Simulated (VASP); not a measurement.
# Hf (Fmmm) in VASP: a series of runs, part 2 of 2

VASP 6.6.1. The steps go on from the part before.

**3. Single point, r2SCAN (strain +0.0525 x Voigt [0, 0, 0, 1, 0, 0])**

The input, POSCAR:

```
Hf
1.0
   -1.8050000000      1.8523812500      1.8523812500
    1.8050000000     -1.7576187500      1.7576187500
    1.8050000000      1.7576187500     -1.7576187500
Hf
1
Direct
    0.0000000000      0.0000000000      0.0000000000
```

The input, INCAR.step1:

```
ALGO = Normal ; EDIFF = 1E-4
ENCUT = 520 ; GGA = PE
ISMEAR = 0 ; LASPH = T
LCHARG = F ; LREAL = F
LWAVE = T ; NBANDS = 11
NELM = 60 ; PREC = Accurate
SIGMA = 0.15
```

The input, INCAR.step2:

```
ALGO = Normal ; EDIFF = 1E-7
ENCUT = 520 ; ISIF = 2
ISMEAR = 0 ; ISTART = 1
LASPH = T ; LCHARG = F
LMIXTAU = T ; LREAL = F
LWAVE = F ; METAGGA = R2SCAN
NBANDS = 11 ; NELM = 60
PREC = Accurate ; SIGMA = 0.15
```

The input, KPOINTS:

```
k-points
0
Gamma
  18 18 18
```

Potentials or basis: VASP PAW PBE potentials, release 64 (Hf_pv).

Started as:

```bash
cat potpaw_PBE.64/Hf_pv/POTCAR > POTCAR
cp INCAR.step1 INCAR
mpirun -np 1 vasp_std > vasp.out
cp INCAR.step2 INCAR
mpirun -np 1 vasp_std > vasp.out
```

OUTCAR:

```text
EDIFF = 1E-7
   ENCUT = 520
   ISIF = 2
   ISMEAR = 0
   ISTART = 1
   LASPH = T
   LREAL = F
   METAGGA = R2SCAN
   NELM = 60
   PREC = Accurate

 ion  position               nearest neighbor table
   1  0.000  0.000  0.000-

  LATTYP: Found a face centered orthorhombic cell.
 ALAT       =     3.6100000000
 B/A-ratio  =     1.3770904564
 C/A-ratio  =     1.4513366684

  Lattice vectors:

 A1 = (   0.0000000000,   3.6100000000,   0.0947625000)
 A2 = (   1.8050000000,   1.8523812500,   1.8523812500)
 A3 = (   1.8050000000,   1.7576187500,  -1.7576187500)

Analysis of symmetry for initial positions (statically):
=====================================================================
 Subroutine PRICEL returns:
 Original cell was already a primitive cell.

 Routine SETGRP: Setting up the symmetry group for a
 face centered orthorhombic supercell.

 Subroutine GETGRP returns: Found  8 space group operations
 (whereof  8 operations were pure point group operations)
 out of a pool of  8 trial point group operations.

The static configuration has the point symmetry D_2h.

Analysis of symmetry for dynamics (positions and initial velocities):
=====================================================================
 Subroutine PRICEL returns:
 Original cell was already a primitive cell.

 Routine SETGRP: Setting up the symmetry group for a
 face centered orthorhombic supercell.

 Subroutine GETGRP returns: Found  8 space group operations
 (whereof  8 operations were pure point group operations)
 out of a pool of  8 trial point group operations.

The dynamic configuration has the point symmetry D_2h.

 Subroutine INISYM returns: Found  8 space group operations
 (whereof  8 operations are pure point group operations),
 and found     1 'primitive' translations

----------------------------------------------------------------------------------------

                                     Primitive cell

  volume of cell :      23.5067

  direct lattice vectors                    reciprocal lattice vectors
    -1.805000000  1.852381250  1.852381250     0.000000000  0.269922836  0.269922836
     1.805000000 -1.757618750  1.757618750     0.277008310 -0.007276482  0.277199318
     1.805000000  1.757618750 -1.757618750     0.277008310  0.277199318 -0.007276482

  length of vectors
     3.181298098  3.071884168  3.071884168     0.381728535  0.391951544  0.391951544

  position of ions in fractional coordinates (direct lattice)
     0.000000000  0.000000000  0.000000000

  ion indices of the primitive-cell ions
   primitive index   ion index
                 1           1

----------------------------------------------------------------------------------------

 KPOINTS: k-points

Automatic generation of k-mesh.
 Grid dimensions read from file:
 generate k-points for:   18   18   18

 Generating k-lattice:

  Cartesian coordinates                     Fractional coordinates (reciprocal lattice)
     0.000000000  0.014995713  0.014995713     0.055555556  0.000000000  0.000000000
     0.015389351 -0.000404249  0.015399962     0.000000000  0.055555556  0.000000000
     0.015389351  0.015399962 -0.000404249    -0.000000000  0.000000000  0.055555556

  Length of vectors
     0.021207141  0.021775086  0.021775086

  Shift w.r.t. Gamma in fractional coordinates (k-lattice)
     0.000000000  0.000000000  0.000000000

 Subroutine IBZKPT returns following result:
 ===========================================

 Found    865 irreducible k-points:

 Following reciprocal coordinates:
            Coordinates               Weight
  0.000000  0.000000  0.000000      1.000000
  0.055556  0.000000  0.000000      2.000000
  0.111111  0.000000  0.000000      2.000000
  0.166667  0.000000  0.000000      2.000000
  0.222222  0.000000  0.000000      2.000000
  0.277778  0.000000  0.000000      2.000000
[... 16 lines left out ...]
  0.166667  0.111111  0.000000      8.000000
  0.222222  0.111111 -0.000000      8.000000
 [... further k-points ...]
   k-points           NKPTS =    865   k-points in BZ     NKDIM =    865   number of bands    NBANDS=     11
   number of dos      NEDOS =    301   number of ions     NIONS =      1
   total plane-waves  NPLWV =  13824
   dimension x,y,z NGX =    24 NGY =   24 NGZ =   24
   dimension x,y,z NGXF=    48 NGYF=   48 NGZF=   48
   ions per type =               1
   NGX,Y,Z   is equivalent  to a cutoff of  12.54, 12.99, 12.99 a.u.
   NGXF,Y,Z  is equivalent  to a cutoff of  25.08, 25.98, 25.98 a.u.
 SYSTEM =  unknown system
   PREC   = accura    normal or accurate (medium, high low for compatibility)
   ISTART =      1    job   : 0-new  1-cont  2-samecut
   ICHARG =      0    charge: 1-file 2-atom 10-const
   ISPIN  =      1    spin polarized calculation?
   LNONCOLLINEAR =      F non collinear calculations
   LSORBIT =      F    spin-orbit coupling
   LASPH  =      T    aspherical Exc in radial PAW
   ENCUT  =  520.0 eV  38.22 Ry    6.18 a.u.   5.92  5.71  5.71*2*pi/ulx,y,z
   NELM   =     60;   NELMIN=  2; NELMDL=  0     # of ELM steps
   EDIFF  = 0.1E-06   stopping-criterion for ELM
   LREAL  =      F    real-space projection
   EDIFFG = 0.1E-05   stopping-criterion for IOM
   NSW    =      0    number of steps for IOM
   IBRION =     -1    ionic relax: 0-MD 1-quasi-New 2-CG
   NFREE  =      0    steps in history (QN), initial steepest desc. (CG)
   ISIF   =      2    stress and relaxation
   ISYM   =      2    0-nonsym 1-usesym 2-fastsym
   POTIM  = 0.5000    time-step for ionic-motion
   TEBEG  =    0.0;   TEEND  =   0.0 temperature during run
   PSTRESS=    0.0 pullay stress
   NELECT =      10.0000    total number of electrons
   NUPDOWN=      -1.0000    fix difference up-down
   EMIN   =  10.00;   EMAX   =-10.00  energy-range for DOS
   EFERMI =   0.00;   METHOD = LEGACY
   ISMEAR =     0;   SIGMA  =   0.15  broadening in eV -4-tet -1-fermi 0-gaus
   EFERMI_NEDOS =   21; number of points for ismear=-14 and -15
   IALGO  =     38    algorithm
   IMIX   =      4    mixing-type and parameters
     AMIX     =   0.40;   BMIX     =  1.00
     AMIX_MAG =   1.60;   BMIX_MAG =  1.00
  volume/ion in A,a.u.               =      23.51       158.63
  Fermi-wavevector in a.u.,A,eV,Ry     =   1.231244  2.326714 20.625908  1.515961
  Thomas-Fermi vector in A             =   2.366061
   LORBIT       =      0    0 simple, 1 ext, 2 COOP (PROOUT), +10 PAW based schemes
   METAGGA = R2SCAN    functional components
   LHFCALC =     F    Hartree Fock is set to
   AEXX    =    0.0000 exact exchange contribution
   IVDW    =     0    specifies the selected vdW correction
   LEPSILON=     F    determine dielectric tensor
   LRPA    =     F    only Hartree local field effects (RPA)
 non-spin polarized calculation
 Gauss-broadening in eV      SIGMA  =   0.15
  energy-cutoff  :      520.00
  volume of cell :       23.51
 maximum number of plane-waves:       648
   NGX = 11   NGY = 11   NGZ = 11

 number of electron      10.0000000 magnetization

 Free energy of the ion-electron system (eV)
  ---------------------------------------------------
  ext. energy  EPLUGINS =         0.00000000
  ---------------------------------------------------
  free energy    TOTEN  =       -44.91295581 eV

  energy without entropy =      -44.88997938  energy(sigma->0) =      -44.90146760

 E-fermi :   4.1351     XC(G=0): -11.9217

 val. band max:        4.1339255961   @ k =   0.3889   0.1111   0.0000
 cond. band min:       4.1369635884   @ k =   0.3333  -0.2222   0.1111
 fundamental gap:      0.0030379924
 Fermi energy:         4.1350744053

 k-point     1 :       0.0000    0.0000    0.0000
  band No.  band energies     occupation
      1     -27.0872      2.00000
      2     -27.0554      2.00000
      3     -27.0261      2.00000
      4      -3.0937      2.00000
      5       5.4704      0.00000
      6       5.7755      0.00000
      7       6.2298      0.00000
      8       8.5491      0.00000
      9       8.6230      0.00000
     10      16.0662      0.00000
     11      17.4082      0.00000
[... 309 lines left out ...]
 k-point    24 :       0.2222    0.1111   -0.0000
  band No.  band energies     occupation
      1     -27.4768      2.00000
      2     -27.1840      2.00000
      3     -27.0650      2.00000
      4      -0.5701      2.00000
      5       4.2146      0.45322
      6       4.3589      0.03483
      7       8.1109      0.00000
      8       8.8559      0.00000
      9       9.2401      0.00000
     10      16.0640      0.00000
     11      16.9000      0.00000

 [... further k-points ...]

------------------------ aborting loop because EDIFF is reached ----------------------------------------

  FORCE on cell =-STRESS in cart. coord.  units (eV):
  Direction    XX          YY          ZZ          XY          YZ          ZX
  --------------------------------------------------------------------------------------
  -------------------------------------------------------------------------------------
  Total       -0.8294714     -0.8515705     -0.8515705      0.0000000     -0.3894059      0.0000000
  in kB      -56.5353047    -58.0415419    -58.0415419      0.0000000    -26.5412213      0.0000000
  external PRESSURE =     -57.5394629 kB  Pullay stress =       0.0000000 kB

 VOLUME and BASIS-vectors are now :
 -----------------------------------------------------------------------------
  energy-cutoff  :      520.00
  volume of cell :       23.51
      direct lattice vectors                 reciprocal lattice vectors
    -1.805000000  1.852381250  1.852381250     0.000000000  0.269922836  0.269922836
     1.805000000 -1.757618750  1.757618750     0.277008310 -0.007276482  0.277199318
     1.805000000  1.757618750 -1.757618750     0.277008310  0.277199318 -0.007276482

 POSITION                                       TOTAL-FORCE (eV/Angst)
 -----------------------------------------------------------------------------------
      0.00000      0.00000      0.00000         0.000000      0.000000      0.000000
 -----------------------------------------------------------------------------------
    total drift:                                0.000000      0.000000      0.000000

  FREE ENERGIE OF THE ION-ELECTRON SYSTEM (eV)
  ---------------------------------------------------
  free  energy   TOTEN  =       -44.9129558069 eV

  energy  without entropy=      -44.8899793833  energy(sigma->0) =      -44.90146760
```

OUTCAR.step1:

```text
EDIFF = 1E-4
   ENCUT = 520
   GGA = PE
   ISMEAR = 0
   LASPH = T
[... 553 lines left out ...]

 POSITION                                       TOTAL-FORCE (eV/Angst)
 -----------------------------------------------------------------------------------
      0.00000      0.00000      0.00000        -0.000000      0.000000     -0.000000
 -----------------------------------------------------------------------------------
    total drift:                                0.000000      0.000000      0.000000

  FREE ENERGIE OF THE ION-ELECTRON SYSTEM (eV)
  ---------------------------------------------------
  free  energy   TOTEN  =        -9.7228581922 eV

  energy  without entropy=       -9.6991451949  energy(sigma->0) =       -9.71100169
```

OSZICAR.step1:

```text
N       E                     dE             d eps       ncg     rms          rms(c)
DAV:   1     0.125725685285E+02    0.12573E+02   -0.56884E+03 19182   0.834E+02
DAV:   2    -0.963183523277E+01   -0.22204E+02   -0.21523E+02 24001   0.153E+02
DAV:   3    -0.100973385292E+02   -0.46550E+00   -0.45834E+00 23959   0.150E+01
DAV:   4    -0.100994039361E+02   -0.20654E-02   -0.20648E-02 21522   0.120E+00
DAV:   5    -0.100994175682E+02   -0.13632E-04   -0.13632E-04 24029   0.847E-02    0.439E+01
DAV:   6    -0.981544287879E+01    0.28397E+00   -0.24806E-01 21259   0.363E+00    0.253E+01
DAV:   7    -0.972702599335E+01    0.88417E-01   -0.32860E-01 21850   0.404E+00    0.111E+00
DAV:   8    -0.972286543406E+01    0.41606E-02   -0.22339E-02 21340   0.107E+00    0.154E-01
DAV:   9    -0.972285819225E+01    0.72418E-05   -0.32904E-04 23446   0.160E-01
   1 F= -.97228582E+01 E0= -.97110017E+01  d E =-.237130E-01
```

Wall time 9.1 min (1 thread of Intel Xeon Platinum 8375C at 2.90GHz (Ice Lake), shared host); peak memory 0.33 GiB.

Results:

```
Free energy            : -44.9130 eV
Pressure               : -5.8 GPa
Band gap on the k mesh : zero (bands 5 and 6 overlap by 2.27 eV)
```

Stress tensor (GPa, compression positive):
```
-5.65  0.00  0.00
 0.00 -5.80 -2.65
 0.00 -2.65 -5.80
```

Caveat: the cell differs from its parent crystal (strain +0.0525 x Voigt [0, 0, 0, 1, 0, 0]); the cell stands under tension; the PAW data sets were made with another functional, which shifts forces and pressure a little; spin-orbit coupling is left out, which moves the levels of the heavy elements.

**4. Single point, r2SCAN (strain +0.0375 x Voigt [0, 0, 0, 1, 0, 0])**

The input, POSCAR:

```
Hf
1.0
   -1.8050000000      1.8388437500      1.8388437500
    1.8050000000     -1.7711562500      1.7711562500
    1.8050000000      1.7711562500     -1.7711562500
Hf
1
Direct
    0.0000000000      0.0000000000      0.0000000000
```

The input, INCAR.step1:

```
PREC = Accurate
ENCUT = 520
ISMEAR = 0
SIGMA = 0.15
LREAL = False
LASPH = True
NELM = 100
NBANDS = 11
GGA = PE
ALGO = Normal
EDIFF = 1E-4
LWAVE = True
LCHARG = False
```

The input, INCAR.step2:

```
PREC = Accurate
ENCUT = 520
EDIFF = 1E-6
ISMEAR = 0
SIGMA = 0.15
LREAL = False
LASPH = True
NELM = 100
ALGO = Normal
ISIF = 2
LWAVE = False
LCHARG = False
METAGGA = R2SCAN
LMIXTAU = True
NBANDS = 11
ISTART = 1
```

The input, KPOINTS:

```
Automatic mesh
0
Gamma
  18 18 18
```

Started as:

```bash
cat potpaw_PBE.64/Hf_pv/POTCAR > POTCAR
cp INCAR.step1 INCAR
mpirun -np 1 vasp_std > vasp.out
cp INCAR.step2 INCAR
mpirun -np 1 vasp_std > vasp.out
```

Wall time 8.1 min (1 thread of Intel Xeon Platinum 8375C at 2.90GHz (Ice Lake), shared host); peak memory 0.33 GiB.

The run converged. Its results:

| Property | Result |
| --- | --- |
| Free energy | -44.9177 eV |
| Pressure | -5.8 GPa |
| Band gap on the k mesh | zero (bands 5 and 6 overlap by 2.31 eV) |

Stress tensor (GPa, compression positive):
```
-5.75  0.00  0.00
 0.00 -5.83 -1.91
 0.00 -1.91 -5.83
```

Levels at points of the mesh, in eV from the Fermi level:
| k point | band 1 | band 2 | band 3 | band 4 | band 5 | band 6 | band 7 | band 8 | band 9 | band 10 |
| --- | --- | --- | --- | --- | --- | --- | --- | --- | --- | --- |
| (0.00, 0.00, 0.00) | -31.22 | -31.19 | -31.17 | -7.23 | 1.44 | 1.68 | 1.99 | 4.40 | 4.44 | 11.93 |
| (0.50, 0.00, 0.00) | -31.87 | -31.39 | -31.18 | -3.41 | -0.39 | 0.44 | 4.45 | 5.43 | 7.32 | 9.75 |
| (0.00, 0.50, 0.00) | -31.91 | -31.42 | -31.19 | -3.32 | -0.32 | 0.68 | 4.25 | 5.19 | 7.45 | 10.13 |
| (0.00, 0.50, 0.50) | -31.94 | -31.46 | -31.21 | -3.26 | -0.24 | 0.93 | 4.05 | 4.93 | 7.67 | 10.45 |
| (0.50, 0.50, 0.50) | -31.74 | -31.69 | -31.64 | -2.50 | -2.48 | 6.41 | 6.69 | 6.99 | 7.02 | 7.08 |

Caveat: the cell differs from its parent crystal (strain +0.0375 x Voigt [0, 0, 0, 1, 0, 0]); the cell stands under tension; the PAW data sets were made with another functional, which shifts forces and pressure a little; spin-orbit coupling is left out, which moves the levels of the heavy elements.

**5. Summary**

| cell | gap on the mesh (eV) | pressure (GPa) |
| --- | --- | --- |
| a = 3.142, b = 3.111, c = 3.111 Å, angles 109.1, 109.5, 109.5°, 1 atom | none | -5.9 |
| a = 3.181, b = 3.072, c = 3.072 Å, angles 108.0, 109.5, 109.5°, 1 atom | none | -5.8 |
| a = 3.166, b = 3.087, c = 3.087 Å, angles 108.4, 109.5, 109.5°, 1 atom | none | -5.8 |

Alike in all rows: task single point; level r2SCAN; potentials or basis VASP PAW PBE potentials, release 64 (Hf_pv); no spin polarisation; k mesh 18 × 18 × 18; cutoff (eV) 520; smearing gaussian 0.15 eV.

Caveats: the cell stands under tension; the PAW data sets were made with another functional, which shifts forces and pressure a little; spin-orbit coupling is left out, which moves the levels of the heavy elements.

Absolute energies hang on the potentials; compare differences alone.
